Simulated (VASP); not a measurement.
# AlFe (Pm-3m) in VASP: a series of runs

The runs below take AlFe through single point, with PBE.

Program: VASP 6.6.1. These are calculated values, not measurements. Logs are shortened: lines on timing, memory, paths and dates and some standing lists are left out, and cuts for length are marked.

## (1) The cell of the first run

The structure is cubic, space group Pm-3m (No. 221). Conventional cell: a = 2.851 Å, b = 2.851 Å, c = 2.851 Å, α = 90.00°, β = 90.00°, γ = 90.00°. Al (site symmetry m-3m) has 8 Fe at 2.47 Å and 6 Al at 2.85 Å within 3.3 Å. Within 3.3 Å of Fe (site symmetry m-3m) lie 8 Al at 2.47 Å and 6 Fe at 2.85 Å.

## (2) Single point, PBE, collinear spin, ferromagnetic start (11.59 Å³/atom)

INCAR

```
PREC = Accurate ; ENCUT = 520
EDIFF = 1E-7 ; ISMEAR = -1
SIGMA = 0.05 ; LREAL = False
LASPH = True ; NELM = 150
ALGO = Normal ; ISIF = 2
LWAVE = False ; LCHARG = False
ISPIN = 2 ; MAGMOM = 0 3
LORBIT = 11 ; LMAXMIX = 4
GGA = PE ; NBANDS = 16
```

KPOINTS

```
Automatic mesh
0
Gamma
  12 12 12
```

POSCAR

```
AlFe
1.0
    2.8511009115      0.0000000000      0.0000000000
    0.0000000000      2.8511009115      0.0000000000
    0.0000000000      0.0000000000      2.8511009115
Al Fe
1 1
Direct
    0.0000000000      0.0000000000      0.0000000000
    0.5000000000      0.5000000000      0.5000000000
```

Potentials or basis: VASP PAW PBE potentials, release 64 (Al, Fe).

Launch:

```
cat potpaw_PBE.64/Al/POTCAR potpaw_PBE.64/Fe/POTCAR > POTCAR
mpirun -np 1 vasp_std > vasp.out
```

OUTCAR:

```text
PREC = Accurate
   ENCUT = 520
   EDIFF = 1E-7
   ISMEAR = -1
   LREAL = False
   LASPH = True
   NELM = 150
   ISIF = 2
   ISPIN = 2
   LORBIT = 11
   GGA = PE

 ion  position               nearest neighbor table
   1  0.000  0.000  0.000-   2 2.47   2 2.47   2 2.47   2 2.47   2 2.47   2 2.47   2 2.47   2 2.47

   2  0.500  0.500  0.500-   1 2.47   1 2.47   1 2.47   1 2.47   1 2.47   1 2.47   1 2.47   1 2.47

  LATTYP: Found a simple cubic cell.
 ALAT       =     2.8511009115

  Lattice vectors:

 A1 = (   2.8511009115,   0.0000000000,   0.0000000000)
 A2 = (   0.0000000000,   2.8511009115,   0.0000000000)
 A3 = (   0.0000000000,   0.0000000000,   2.8511009115)

Analysis of symmetry for initial positions (statically):
=====================================================================
 Subroutine PRICEL returns:
 Original cell was already a primitive cell.

 Routine SETGRP: Setting up the symmetry group for a
 simple cubic supercell.

 Subroutine GETGRP returns: Found 48 space group operations
 (whereof 48 operations were pure point group operations)
 out of a pool of 48 trial point group operations.

The static configuration has the point symmetry O_h .

Analysis of symmetry for dynamics (positions and initial velocities):
=====================================================================
 Subroutine PRICEL returns:
 Original cell was already a primitive cell.

 Routine SETGRP: Setting up the symmetry group for a
 simple cubic supercell.

 Subroutine GETGRP returns: Found 48 space group operations
 (whereof 48 operations were pure point group operations)
 out of a pool of 48 trial point group operations.

The dynamic configuration has the point symmetry O_h .

Analysis of structural, dynamic, and magnetic symmetry:
=====================================================================
 Subroutine PRICEL returns:
 Original cell was already a primitive cell.

 Routine SETGRP: Setting up the symmetry group for a
 simple cubic supercell.

 Subroutine GETGRP returns: Found 48 space group operations
 (whereof 48 operations were pure point group operations)
 out of a pool of 48 trial point group operations.

The overall configuration has the point symmetry O_h .

 Subroutine INISYM returns: Found 48 space group operations
 (whereof 48 operations are pure point group operations),
 and found     1 'primitive' translations

----------------------------------------------------------------------------------------

[... 111 lines left out ...]
     AMIX     =   0.40;   BMIX     =  1.00
     AMIX_MAG =   1.60;   BMIX_MAG =  1.00
  volume/ion in A,a.u.               =      11.59        78.20
  Fermi-wavevector in a.u.,A,eV,Ry     =   1.277007  2.413193 22.187644  1.630746
  Thomas-Fermi vector in A             =   2.409631
   LORBIT       =     11    0 simple, 1 ext, 2 COOP (PROOUT), +10 PAW based schemes
   GGA     = PE    functional components
   LHFCALC =     F    Hartree Fock is set to
   AEXX    =    0.0000 exact exchange contribution
   IVDW    =     0    specifies the selected vdW correction
   LEPSILON=     F    determine dielectric tensor
   LRPA    =     F    only Hartree local field effects (RPA)
 spin polarized calculation
  energy-cutoff  :      520.00
  volume of cell :       23.18
 maximum number of plane-waves:       647
 NGX is ok and might be reduce to    24
   NGX = 11   NGY = 11   NGZ = 11

 number of electron      11.0000001 magnetization       0.6700213

 Free energy of the ion-electron system (eV)
  ---------------------------------------------------
  ext. energy  EPLUGINS =         0.00000000
  ---------------------------------------------------
  free energy    TOTEN  =       -12.65086021 eV

  energy without entropy =      -12.63383848  energy(sigma->0) =      -12.64234935

 E-fermi :   8.2666     XC(G=0): -12.2625

 val. band max:        8.2634991813   @ k =   0.5000   0.1667   0.1667
 cond. band min:       8.2706700597   @ k =   0.1667   0.1667   0.0833
 fundamental gap:      0.0071708784
 Fermi energy:         8.2665897607

 spin component 1

 k-point     1 :       0.0000    0.0000    0.0000
  band No.  band energies     occupation
      1      -2.2772      1.00000
      2       5.6966      1.00000
      3       5.6966      1.00000
      4       7.9059      0.99926
      5       7.9059      0.99926
      6       7.9059      0.99926
[... 435 lines left out ...]
      5       7.1524      1.00000
      6       7.3473      1.00000
[... 8 lines left out ...]
     15      28.1261      0.00000
     16      31.0565      0.00000

 [... further k-points ...]

 spin component 2

 k-point     1 :       0.0000    0.0000    0.0000
  band No.  band energies     occupation
      1      -2.2657      1.00000
      2       6.0305      1.00000
      3       6.0305      1.00000
      4       8.7131      0.00013
      5       8.7131      0.00013
      6       8.7131      0.00013
[... 435 lines left out ...]
      5       7.8829      0.99954
      6       8.0990      0.96617
[... 8 lines left out ...]
     15      28.0907      0.00000
     16      30.9988      0.00000

 [... further k-points ...]
[... 5 lines left out ...]
  --------------------------------------------------------------------------------------
  -------------------------------------------------------------------------------------
  Total        0.6548372      0.6548372      0.6548372      0.0000000      0.0000000     -0.0000000
  in kB       45.2695505     45.2695505     45.2695505      0.0000000      0.0000000     -0.0000000
  external PRESSURE =      45.2695505 kB  Pullay stress =       0.0000000 kB

 VOLUME and BASIS-vectors are now :
 -----------------------------------------------------------------------------
  energy-cutoff  :      520.00
  volume of cell :       23.18
      direct lattice vectors                 reciprocal lattice vectors
     2.851100912  0.000000000  0.000000000     0.350741707  0.000000000  0.000000000
     0.000000000  2.851100912  0.000000000     0.000000000  0.350741707  0.000000000
     0.000000000  0.000000000  2.851100912     0.000000000  0.000000000  0.350741707

 POSITION                                       TOTAL-FORCE (eV/Angst)
 -----------------------------------------------------------------------------------
      0.00000      0.00000      0.00000         0.000000      0.000000      0.000000
      1.42555      1.42555      1.42555         0.000000      0.000000      0.000000
 -----------------------------------------------------------------------------------
    total drift:                                0.000000     -0.000000     -0.000000

  FREE ENERGIE OF THE ION-ELECTRON SYSTEM (eV)
  ---------------------------------------------------
  free  energy   TOTEN  =       -12.6508602142 eV

  energy  without entropy=      -12.6338384800  energy(sigma->0) =      -12.64234935

 total charge

# of ion       s       p       d       tot
------------------------------------------
    1        0.403   0.448   0.000   0.851
    2        0.441   0.522   6.505   7.468
--------------------------------------------------
tot          0.844   0.970   6.505   8.319

 magnetization (x)

# of ion       s       p       d       tot
------------------------------------------
    1       -0.007  -0.014   0.000  -0.022
    2       -0.000   0.009   0.696   0.704
--------------------------------------------------
tot         -0.008  -0.006   0.696   0.682
```

It took 27 s on 1 thread of Intel Xeon Platinum 8488C (Sapphire Rapids), shared host; peak memory 0.18 GiB.

What came out:

```yaml
Free_energy: -12.6509 eV
Pressure: 4.5 GPa
Net_moment: 0.67 μB per cell
Site_moments: Al -0.02; Fe +0.70 μB
Valence_electrons_inside_the_program's_atomic_spheres: Al 0.85; Fe 7.47
```

Caveat: the cell stands under pressure.

## (3) Single point, PBE, collinear spin, ferromagnetic start (12.07 Å³/atom)

This run uses another cell than the first one, of 12.07 Å³/atom.

INCAR

```
SYSTEM = AlFe
PREC = Accurate ; ENCUT = 520
EDIFF = 1E-7 ; ISMEAR = -1
SIGMA = 0.05 ; LREAL = .False.
LASPH = .True. ; NELM = 150
ALGO = Normal ; ISIF = 2
LWAVE = .False. ; LCHARG = .True.
ISPIN = 2 ; MAGMOM = 0 3
LORBIT = 11 ; LMAXMIX = 4
GGA = PE ; LELF = .True.
LVHAR = .True. ; NBANDS = 16
```

KPOINTS

```
regular mesh
0
Gamma
  12 12 12
  0 0 0
```

POSCAR

```
AlFe
1.0
    2.8904692102      0.0000000000      0.0000000000
    0.0000000000      2.8904692102      0.0000000000
    0.0000000000      0.0000000000      2.8904692102
Al Fe
1 1
Direct
    0.0000000000      0.0000000000      0.0000000000
    0.5000000000      0.5000000000      0.5000000000
```

Potentials or basis: VASP PAW PBE potentials, release 64 (Al, Fe).

Launch:

```
cat potpaw_PBE.64/Al/POTCAR potpaw_PBE.64/Fe/POTCAR > POTCAR
mpirun -np 1 vasp_std > vasp.out
```

OUTCAR:

```text
SYSTEM = AlFe
   PREC = Accurate
   ENCUT = 520
   EDIFF = 1E-7
   ISMEAR = -1
   LREAL = .False.
   LASPH = .True.
   NELM = 150
   ISIF = 2
   ISPIN = 2
   LORBIT = 11
   GGA = PE

 ion  position               nearest neighbor table
   1  0.000  0.000  0.000-   2 2.50   2 2.50   2 2.50   2 2.50   2 2.50   2 2.50   2 2.50   2 2.50

   2  0.500  0.500  0.500-   1 2.50   1 2.50   1 2.50   1 2.50   1 2.50   1 2.50   1 2.50   1 2.50

  LATTYP: Found a simple cubic cell.
 ALAT       =     2.8904692102

  Lattice vectors:

 A1 = (   2.8904692102,   0.0000000000,   0.0000000000)
[... 1127 lines left out ...]

 VOLUME and BASIS-vectors are now :
 -----------------------------------------------------------------------------
  energy-cutoff  :      520.00
  volume of cell :       24.15
      direct lattice vectors                 reciprocal lattice vectors
     2.890469210  0.000000000  0.000000000     0.345964592  0.000000000  0.000000000
     0.000000000  2.890469210  0.000000000     0.000000000  0.345964592  0.000000000
     0.000000000  0.000000000  2.890469210     0.000000000  0.000000000  0.345964592

 POSITION                                       TOTAL-FORCE (eV/Angst)
 -----------------------------------------------------------------------------------
      0.00000      0.00000      0.00000         0.000000      0.000000      0.000000
      1.44523      1.44523      1.44523         0.000000      0.000000      0.000000
 -----------------------------------------------------------------------------------
    total drift:                                0.000000     -0.000000     -0.000000

  FREE ENERGIE OF THE ION-ELECTRON SYSTEM (eV)
  ---------------------------------------------------
  free  energy   TOTEN  =       -12.6553403627 eV

  energy  without entropy=      -12.6373124807  energy(sigma->0) =      -12.64632642

 total charge

# of ion       s       p       d       tot
------------------------------------------
    1        0.398   0.429   0.000   0.827
    2        0.424   0.490   6.467   7.382
--------------------------------------------------
tot          0.822   0.919   6.467   8.208

 magnetization (x)

# of ion       s       p       d       tot
------------------------------------------
    1       -0.008  -0.016   0.000  -0.024
    2       -0.000   0.008   0.749   0.757
--------------------------------------------------
tot         -0.009  -0.008   0.749   0.733
```

It took 28 s on 1 thread of Intel Xeon Platinum 8488C (Sapphire Rapids), shared host; peak memory 0.18 GiB.

What came out:

- Free energy: -12.6553 eV
- Pressure: -2.8 GPa
- Net moment: 0.72 μB per cell
- Site moments: Al -0.02; Fe +0.76 μB
- Valence electrons inside the program's atomic spheres: Al 0.83; Fe 7.38

## (4) Single point, PBE, collinear spin, ferromagnetic start (12.57 Å³/atom)

This run uses another cell than the first one, of 12.57 Å³/atom.

INCAR

```
SYSTEM = AlFe
ALGO     = Normal         ! electronic algorithm
EDIFF    = 1E-7           ! SCF threshold, eV
ENCUT    = 520            ! plane-wave cutoff, eV
GGA      = PE             ! functional
ISIF     = 2              ! what is computed and relaxed
ISMEAR   = -1             ! smearing method
ISPIN    = 2              ! spin polarisation
LASPH    = .TRUE.         ! aspherical terms in the spheres
LCHARG   = .FALSE.        ! write CHGCAR
LMAXMIX  = 4              ! l up to which the mixer works
LORBIT   = 11             ! projections on sites
LREAL    = .FALSE.        ! projectors in reciprocal space
LWAVE    = .FALSE.        ! write WAVECAR
MAGMOM   = 0 3            ! initial moments
NBANDS   = 16             ! bands
NELM     = 150            ! most SCF steps
PREC     = Accurate       ! precision mode
SIGMA    = 0.05           ! smearing width, eV
```

KPOINTS

```
k-points
0
G
  12 12 12
  0 0 0
```

POSCAR

```
AlFe
1.0
    2.9292720848      0.0000000000      0.0000000000
    0.0000000000      2.9292720848      0.0000000000
    0.0000000000      0.0000000000      2.9292720848
Al Fe
1 1
Direct
    0.0000000000      0.0000000000      0.0000000000
    0.5000000000      0.5000000000      0.5000000000
```

Launch:

```
cat potpaw_PBE.64/Al/POTCAR potpaw_PBE.64/Fe/POTCAR > POTCAR
mpirun -np 1 vasp_std > vasp.out
```

It took 28 s on 1 thread of Intel Xeon Platinum 8488C (Sapphire Rapids), shared host; peak memory 0.18 GiB.

It converged, with:

- Free energy: -12.6193 eV
- Pressure: -8.7 GPa
- Net moment: 0.76 μB per cell
- Site moments: Al -0.03; Fe +0.81 μB
- Valence electrons inside the program's atomic spheres: Al 0.81; Fe 7.30

Levels at points of the mesh, in eV from the Fermi level:
Spin up:
```csv
k point,band 3,band 4,band 5,band 6,band 7,band 8,band 9,band 10
"(0.00, 0.00, 0.00)",-2.39,-0.48,-0.48,-0.48,5.99,5.99,5.99,8.98
"(0.50, 0.00, 0.00)",-1.82,-1.35,-1.35,-0.37,0.71,8.57,10.64,10.64
"(0.50, 0.50, 0.00)",-2.09,-2.09,-1.13,-1.13,0.30,2.93,3.56,12.14
"(0.50, 0.50, 0.50)",-3.48,0.33,0.33,2.86,2.86,2.86,3.71,5.49
```
Spin down:
```tsv
k point	band 1	band 2	band 3	band 4	band 5	band 6	band 7	band 8	band 9	band 10
(0.00, 0.00, 0.00)	-10.13	-1.97	-1.97	0.42	0.42	0.42	6.01	6.01	6.01	9.05
(0.50, 0.00, 0.00)	-6.17	-5.76	-1.34	-0.56	-0.56	0.55	1.27	8.44	10.72	10.72
(0.50, 0.50, 0.00)	-4.54	-2.11	-2.11	-2.10	-0.30	-0.30	0.91	3.31	4.16	12.06
(0.50, 0.50, 0.50)	-3.04	-3.04	-3.04	0.95	0.95	2.92	2.92	2.92	3.62	5.92
```

Caveat: the cell stands under tension.

## (5) Overview

| cell | gap on the mesh (eV) | pressure (GPa) | moment (μB) |
| --- | --- | --- | --- |
| a = 2.851 Å, 2 atoms | none | 4.5 | 0.67 |
| a = 2.890 Å, 2 atoms | none | -2.8 | 0.72 |
| a = 2.929 Å, 2 atoms | none | -8.7 | 0.76 |

Alike in all rows: task single point; level PBE; potentials or basis VASP PAW PBE potentials, release 64 (Al, Fe); spin collinear, ferromagnetic start; k mesh 12 × 12 × 12; cutoff (eV) 520; smearing fermi-dirac 0.05 eV.

Caveats: the cell stands under pressure (at least some runs); the cell stands under tension (at least some runs).

Total energies depend on the potentials used, so only differences within one code and one set of settings carry meaning.
